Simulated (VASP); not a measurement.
# TiO2 (P4_2/mnm) in VASP: a series of runs

TiO2 is run at these levels: PBEsol+U; tasks: single point.

Program: VASP 6.6.1. These are calculated values, not measurements. Logs are shortened: lines on timing, memory, paths and dates and some standing lists are left out, and cuts for length are marked.

**1. The cell of the first run**

Symmetry: P4_2/mnm, No. 136, tetragonal system. The conventional cell has a = 4.594 Å, b = 4.594 Å, c = 2.959 Å, α = 90.00°, β = 90.00°, γ = 90.00°. Ti (site symmetry mmm) has 6 O at 1.94 to 1.99 Å within 2.6 Å. O (site symmetry m2m) has 3 Ti at 1.94 to 1.99 Å and 1 O at 2.52 Å within 2.6 Å.

**2. Single point, PBEsol+U, collinear spin, ferromagnetic start**

File INCAR:

```
SYSTEM = TiO2
ALGO = Normal
EDIFF = 1E-6
ENCUT = 520
GGA = PS
ISIF = 2
ISMEAR = -1
ISPIN = 2
LASPH = .TRUE.
LCHARG = .FALSE.
LDAU = .TRUE.
LDAUJ = 0 0
LDAUL = 2 -1
LDAUPRINT = 1
LDAUTYPE = 2
LDAUU = 3.5 0
LMAXMIX = 4
LORBIT = 11
LREAL = .FALSE.
LWAVE = .FALSE.
MAGMOM = 1 1 0 0 0 0
NBANDS = 37
NELM = 150
PREC = Accurate
SIGMA = 0.1
```

File KPOINTS:

```
k-points
0
G
  4 4 7
  0 0 0
```

File POSCAR:

```
TiO2
1.0
    4.5941000000      0.0000000000      0.0000000000
    0.0000000000      4.5941000000      0.0000000000
    0.0000000000      0.0000000000      2.9589000000
Ti O
2 4
Direct
    0.0000000000      0.0000000000      0.0000000000
    0.5000000000      0.5000000000      0.5000000000
    0.3057000000      0.3057000000      0.0000000000
    0.1943000000      0.8057000000      0.5000000000
    0.6943000000      0.6943000000      0.0000000000
    0.8057000000      0.1943000000      0.5000000000
```

Potentials or basis: VASP PAW PBE potentials, release 64 (Ti_sv, O).

Launch:

```console
> cat potpaw_PBE.64/Ti_sv/POTCAR potpaw_PBE.64/O/POTCAR > POTCAR
> mpirun -np 1 vasp_std > vasp.out
```

OUTCAR:

```text
SYSTEM = TiO2
   EDIFF = 1E-6
   ENCUT = 520
   GGA = PS
   ISIF = 2
   ISMEAR = -1
   ISPIN = 2
   LASPH = .TRUE.
   LORBIT = 11
   LREAL = .FALSE.
   NELM = 150
   PREC = Accurate

 ion  position               nearest neighbor table
   1  0.000  0.000  0.000-   4 1.94   6 1.94   4 1.94   6 1.94   5 1.99   3 1.99
   2  0.500  0.500  0.500-   3 1.94   5 1.94   3 1.94   5 1.94   4 1.99   6 1.99
   3  0.306  0.306  0.000-   2 1.94   2 1.94   1 1.99
   4  0.194  0.806  0.500-   1 1.94   1 1.94   2 1.99
   5  0.694  0.694  0.000-   2 1.94   2 1.94   1 1.99
   6  0.806  0.194  0.500-   1 1.94   1 1.94   2 1.99

  LATTYP: Found a simple tetragonal cell.
 ALAT       =     4.5941000000
 C/A-ratio  =     0.6440652141

  Lattice vectors:

 A1 = (   4.5941000000,   0.0000000000,   0.0000000000)
 A2 = (   0.0000000000,   4.5941000000,   0.0000000000)
 A3 = (   0.0000000000,   0.0000000000,   2.9589000000)

Analysis of symmetry for initial positions (statically):
=====================================================================
 Subroutine PRICEL returns:
 Original cell was already a primitive cell.

 Routine SETGRP: Setting up the symmetry group for a
 simple tetragonal supercell.

 Subroutine GETGRP returns: Found 16 space group operations
 (whereof  8 operations were pure point group operations)
 out of a pool of 16 trial point group operations.

The static configuration has the point symmetry D_2h.
 The point group associated with its full space group is D_4h.

Analysis of symmetry for dynamics (positions and initial velocities):
=====================================================================
 Subroutine PRICEL returns:
 Original cell was already a primitive cell.

 Routine SETGRP: Setting up the symmetry group for a
 simple tetragonal supercell.

 Subroutine GETGRP returns: Found 16 space group operations
 (whereof  8 operations were pure point group operations)
 out of a pool of 16 trial point group operations.

The dynamic configuration has the point symmetry D_2h.
 The point group associated with its full space group is D_4h.

Analysis of structural, dynamic, and magnetic symmetry:
=====================================================================
 Subroutine PRICEL returns:
 Original cell was already a primitive cell.

 Routine SETGRP: Setting up the symmetry group for a
 simple tetragonal supercell.

 Subroutine GETGRP returns: Found 16 space group operations
 (whereof  8 operations were pure point group operations)
 out of a pool of 16 trial point group operations.

The overall configuration has the point symmetry D_2h.
 The point group associated with its full space group is D_4h.

 Subroutine INISYM returns: Found 16 space group operations
 (whereof  8 operations are pure point group operations),
 and found     1 'primitive' translations

----------------------------------------------------------------------------------------

                                     Primitive cell

  volume of cell :      62.4498

  direct lattice vectors                    reciprocal lattice vectors
     4.594100000  0.000000000  0.000000000     0.217670490  0.000000000  0.000000000
     0.000000000  4.594100000  0.000000000     0.000000000  0.217670490  0.000000000
     0.000000000  0.000000000  2.958900000     0.000000000  0.000000000  0.337963432

  length of vectors
     4.594100000  4.594100000  2.958900000     0.217670490  0.217670490  0.337963432

  position of ions in fractional coordinates (direct lattice)
     0.000000000  0.000000000  0.000000000
     0.500000000  0.500000000  0.500000000
     0.305700000  0.305700000  0.000000000
     0.194300000  0.805700000  0.500000000
     0.694300000  0.694300000  0.000000000
[... 153 lines left out ...]
  o =  0.2468  v =  0.0000  0.0000  0.0000  0.0000  0.0000 -0.8319  0.0000  0.5550  0.0000 -0.0000      0.0000  0.0000  0.0000  0.0000  0.0000  0.0000  0.0000  0.0000  0.0000  0.0000
  o =  0.2468  v = -0.8319  0.0000  0.5550  0.0000 -0.0000  0.0000  0.0000  0.0000  0.0000  0.0000      0.0000  0.0000  0.0000  0.0000  0.0000  0.0000  0.0000  0.0000  0.0000  0.0000
  o =  0.2772  v =  0.0000  0.0000  0.0000  0.0000  0.0000  0.0000 -0.7071  0.0000  0.7071 -0.0000      0.0000  0.0000  0.0000  0.0000  0.0000  0.0000  0.0000  0.0000  0.0000  0.0000
  o =  0.2772  v =  0.0000 -0.7071  0.0000  0.7071 -0.0000  0.0000  0.0000  0.0000  0.0000  0.0000      0.0000  0.0000  0.0000  0.0000  0.0000  0.0000  0.0000  0.0000  0.0000  0.0000

atom =   2  type =  1  l = 2

 onsite density matrix

spin component  1

  0.1972  0.0000  0.0743  0.0000 -0.0000
  0.0000  0.1903  0.0000  0.0869  0.0000
  0.0743  0.0000  0.1353  0.0000 -0.0000
  0.0000  0.0869  0.0000  0.1903  0.0000
 -0.0000  0.0000 -0.0000  0.0000  0.1034

spin component  2

  0.1972  0.0000  0.0743  0.0000 -0.0000
  0.0000  0.1903  0.0000  0.0870  0.0000
  0.0743  0.0000  0.1353  0.0000 -0.0000
  0.0000  0.0870  0.0000  0.1903  0.0000
 -0.0000  0.0000 -0.0000  0.0000  0.1033

 occupancies and eigenvectors

  o =  0.0857  v =  0.0000  0.0000  0.0000  0.0000  0.0000 -0.5550  0.0000  0.8319  0.0000 -0.0000      0.0000  0.0000  0.0000  0.0000  0.0000  0.0000  0.0000  0.0000  0.0000  0.0000
  o =  0.0858  v = -0.5550  0.0000  0.8319  0.0000 -0.0000  0.0000  0.0000  0.0000  0.0000  0.0000      0.0000  0.0000  0.0000  0.0000  0.0000  0.0000  0.0000  0.0000  0.0000  0.0000
  o =  0.1033  v =  0.0000  0.0000  0.0000  0.0000  0.0000  0.0000  0.7071  0.0000 -0.7071 -0.0000      0.0000  0.0000  0.0000  0.0000  0.0000  0.0000  0.0000  0.0000  0.0000  0.0000
  o =  0.1033  v =  0.0000  0.0000  0.0000  0.0000  0.0000  0.0000 -0.0000 -0.0000  0.0000 -1.0000      0.0000  0.0000  0.0000  0.0000  0.0000  0.0000  0.0000  0.0000  0.0000  0.0000
  o =  0.1034  v =  0.0000  0.7071  0.0000 -0.7071 -0.0000  0.0000  0.0000  0.0000  0.0000  0.0000      0.0000  0.0000  0.0000  0.0000  0.0000  0.0000  0.0000  0.0000  0.0000  0.0000
  o =  0.1034  v =  0.0000 -0.0000 -0.0000  0.0000 -1.0000  0.0000  0.0000  0.0000  0.0000  0.0000      0.0000  0.0000  0.0000  0.0000  0.0000  0.0000  0.0000  0.0000  0.0000  0.0000
  o =  0.2468  v =  0.0000  0.0000  0.0000  0.0000  0.0000 -0.8319  0.0000 -0.5550  0.0000  0.0000      0.0000  0.0000  0.0000  0.0000  0.0000  0.0000  0.0000  0.0000  0.0000  0.0000
  o =  0.2468  v = -0.8319  0.0000 -0.5550  0.0000  0.0000  0.0000  0.0000  0.0000  0.0000  0.0000      0.0000  0.0000  0.0000  0.0000  0.0000  0.0000  0.0000  0.0000  0.0000  0.0000
  o =  0.2772  v =  0.0000  0.0000  0.0000  0.0000  0.0000  0.0000  0.7071  0.0000  0.7071 -0.0000      0.0000  0.0000  0.0000  0.0000  0.0000  0.0000  0.0000  0.0000  0.0000  0.0000
  o =  0.2772  v =  0.0000  0.7071  0.0000  0.7071 -0.0000  0.0000  0.0000  0.0000  0.0000  0.0000      0.0000  0.0000  0.0000  0.0000  0.0000  0.0000  0.0000  0.0000  0.0000  0.0000

 number of electron      48.0000023 magnetization      -0.0000124

 Free energy of the ion-electron system (eV)
  ---------------------------------------------------
  ext. energy  EPLUGINS =         0.00000000
  ---------------------------------------------------
  free energy    TOTEN  =       -51.37991872 eV

  energy without entropy =      -51.37991616  energy(sigma->0) =      -51.37991744

 E-fermi :   6.0547     XC(G=0): -11.7086

 val. band max:        4.9863748576   @ k =   0.0000   0.0000   0.0000
 cond. band min:       7.2897626404   @ k =   0.0000   0.0000   0.0000
 fundamental gap:      2.3033877828
 Fermi energy:         6.0546537808

 spin component 1

 k-point     1 :       0.0000    0.0000    0.0000
  band No.  band energies     occupation
      1     -52.5631      1.00000
      2     -52.5464      1.00000
      3     -28.9383      1.00000
      4     -28.9383      1.00000
      5     -28.7822      1.00000
      6     -28.7822      1.00000
[... 925 lines left out ...]
     35      16.2818      0.00000
     36      16.2818      0.00000
 Fermi energy:         6.0546537808

 spin component 2

 k-point     1 :       0.0000    0.0000    0.0000
  band No.  band energies     occupation
      1     -52.5633      1.00000
      2     -52.5466      1.00000
      3     -28.9384      1.00000
      4     -28.9384      1.00000
      5     -28.7823      1.00000
      6     -28.7823      1.00000
[... 925 lines left out ...]
     35      16.2818      0.00000
     36      16.2818      0.00000
 [bands above 36 left out]

------------------------ aborting loop because EDIFF is reached ----------------------------------------

  FORCE on cell =-STRESS in cart. coord.  units (eV):
  Direction    XX          YY          ZZ          XY          YZ          ZX
  --------------------------------------------------------------------------------------
  -------------------------------------------------------------------------------------
  Total        1.7534415      1.7534415      2.9438364      0.0000000      0.0000000      0.0000000
  in kB       44.9853060     44.9853060     75.5254074      0.0000000      0.0000000      0.0000000
  external PRESSURE =      55.1653398 kB  Pullay stress =       0.0000000 kB

 VOLUME and BASIS-vectors are now :
 -----------------------------------------------------------------------------
  energy-cutoff  :      520.00
  volume of cell :       62.45
      direct lattice vectors                 reciprocal lattice vectors
     4.594100000  0.000000000  0.000000000     0.217670490  0.000000000  0.000000000
     0.000000000  4.594100000  0.000000000     0.000000000  0.217670490  0.000000000
     0.000000000  0.000000000  2.958900000     0.000000000  0.000000000  0.337963432

 POSITION                                       TOTAL-FORCE (eV/Angst)
 -----------------------------------------------------------------------------------
      0.00000      0.00000      0.00000         0.000000      0.000000      0.000000
      2.29705      2.29705      1.47945         0.000000      0.000000      0.000000
      1.40442      1.40442      0.00000        -0.191047     -0.191047      0.000000
      0.89263      3.70147      1.47945         0.191047     -0.191047      0.000000
      3.18968      3.18968      0.00000         0.191047      0.191047      0.000000
      3.70147      0.89263      1.47945        -0.191047      0.191047      0.000000
 -----------------------------------------------------------------------------------
    total drift:                                0.000000      0.000000      0.000000

  FREE ENERGIE OF THE ION-ELECTRON SYSTEM (eV)
  ---------------------------------------------------
  free  energy   TOTEN  =       -51.3799187174 eV

  energy  without entropy=      -51.3799161571  energy(sigma->0) =      -51.37991744

 total charge

# of ion       s       p       d       tot
------------------------------------------
    1        2.235   6.323   1.604  10.162
    2        2.235   6.323   1.604  10.162
    3        1.566   3.510   0.000   5.075
    4        1.566   3.510   0.000   5.075
    5        1.566   3.510   0.000   5.075
    6        1.566   3.510   0.000   5.075
--------------------------------------------------
tot         10.732  26.685   3.208  40.625

 magnetization (x)

# of ion       s       p       d       tot
------------------------------------------
    1        0.000  -0.000  -0.000  -0.000
    2        0.000  -0.000  -0.000  -0.000
    3       -0.000   0.000   0.000   0.000
    4       -0.000   0.000   0.000   0.000
    5       -0.000   0.000   0.000   0.000
    6       -0.000   0.000   0.000   0.000
--------------------------------------------------
tot          0.000   0.000  -0.000  -0.000
```

It took 75 s on 1 thread of AMD EPYC 7R13 (Zen 3), shared host; peak memory 0.21 GiB.

What came out:

- Free energy: -51.3799 eV
- Pressure: 5.5 GPa
- Largest force: 0.270 eV/Å
- Band gap on the k mesh: 2.30 eV, direct
- Net moment: 0.00 μB per cell
- Valence electrons inside the program's atomic spheres: Ti 10.16; O 5.08

Forces in eV/Å, atoms in the order of the input:
```
Ti   0.000  0.000  0.000
Ti   0.000  0.000  0.000
O   -0.191 -0.191  0.000
O    0.191 -0.191  0.000
O    0.191  0.191  0.000
O   -0.191  0.191  0.000
```

Stress tensor (GPa, compression positive):
```
4.50 0.00 0.00
0.00 4.50 0.00
0.00 0.00 7.55
```

Eigenvalues of the final occupation matrices:
```
    site  spin  trace               eigenvalues
site 1 d     1   0.82  0.09 0.10 0.10 0.25 0.28
site 1 d     2   0.82  0.09 0.10 0.10 0.25 0.28
site 2 d     1   0.82  0.09 0.10 0.10 0.25 0.28
site 2 d     2   0.82  0.09 0.10 0.10 0.25 0.28
```

Caveat: the PAW data sets were made with another functional, which shifts forces and pressure a little. The state reached can hang on the start; a lower one may exist.

**3. Single point, PBEsol+U, collinear spin, antiferromagnetic start**

File INCAR:

```
SYSTEM = TiO2
  PREC = Accurate
  ENCUT = 520
  EDIFF = 1E-7
  ISMEAR = -1
  SIGMA = 0.1
  LREAL = .FALSE.
  LASPH = .TRUE.
  NELM = 150
  ALGO = Normal
  ISIF = 2
  LWAVE = .FALSE.
  LCHARG = .TRUE.
  ISPIN = 2
  MAGMOM = 1 -1 0 0 0 0
  LORBIT = 11
  LMAXMIX = 4
  LDAU = .TRUE.
  LDAUTYPE = 2
  LDAUL = 2 -1
  LDAUU = 3.5 0
  LDAUJ = 0 0
  LDAUPRINT = 1
  GGA = PS
  LELF = .TRUE.
  LVHAR = .TRUE.
  NBANDS = 37
```

File KPOINTS:

```
Automatic mesh
0
G
  4 4 7
  0 0 0
```

POSCAR is that of step 2.

Potentials or basis: VASP PAW PBE potentials, release 64 (Ti_sv, O).

Launch:

```console
> cat potpaw_PBE.64/Ti_sv/POTCAR potpaw_PBE.64/O/POTCAR > POTCAR
> mpirun -np 1 vasp_std > vasp.out
```

Wall time 83 s (1 thread of AMD EPYC 7R13 (Zen 3), shared host); peak memory 0.21 GiB.

Results (log left out):

```yaml
Free_energy: -51.3799 eV
Pressure: 5.6 GPa
Largest_force: 0.270 eV/Å
Band_gap_on_the_k_mesh: 2.30 eV, direct
Net_moment: 0.00 μB per cell
Valence_electrons_inside_the_program's_atomic_spheres: Ti 10.16; O 5.08
```

Forces in eV/Å, atoms in the order of the input:
```
Ti   0.000  0.000  0.000
Ti   0.000  0.000  0.000
O   -0.191 -0.191  0.000
O    0.191 -0.191  0.000
O    0.191  0.191  0.000
O   -0.191  0.191  0.000
```

Stress tensor (GPa, compression positive):
```
4.57 0.00 0.00
0.00 4.57 0.00
0.00 0.00 7.62
```

Levels at points of the mesh, in eV from the valence-band top:
Spin up:
```tsv
k point	band 22	band 23	band 24	band 25	band 26	band 27
(0.00, 0.00, 0.00)	-0.50	-0.50	0.00	2.30	2.54	2.89
(0.50, 0.00, 0.00)	-1.69	-0.79	-0.79	2.94	2.94	3.46
(0.50, 0.50, 0.00)	-1.41	-1.14	-1.14	2.31	2.31	2.96
```
Spin down:
| k point | band 20 | band 21 | band 22 | band 23 | band 24 | band 25 | band 26 | band 27 | band 28 | band 29 |
| --- | --- | --- | --- | --- | --- | --- | --- | --- | --- | --- |
| (0.00, 0.00, 0.00) | -2.11 | -0.79 | -0.50 | -0.50 | 0.00 | 2.30 | 2.54 | 2.89 | 2.94 | 2.94 |
| (0.50, 0.00, 0.00) | -3.11 | -1.69 | -1.69 | -0.79 | -0.79 | 2.94 | 2.94 | 3.46 | 3.46 | 3.98 |
| (0.50, 0.50, 0.00) | -2.12 | -1.41 | -1.41 | -1.14 | -1.14 | 2.31 | 2.31 | 2.96 | 2.96 | 4.24 |

Eigenvalues of the final occupation matrices:
```tsv
site	spin	trace	eigenvalues
site 1 d	1	0.82	0.09 0.10 0.10 0.25 0.28
site 1 d	2	0.82	0.09 0.10 0.10 0.25 0.28
site 2 d	1	0.82	0.09 0.10 0.10 0.25 0.28
site 2 d	2	0.82	0.09 0.10 0.10 0.25 0.28
```

Caveat: the PAW data sets were made with another functional, which shifts forces and pressure a little. A k mesh can miss the band edges.
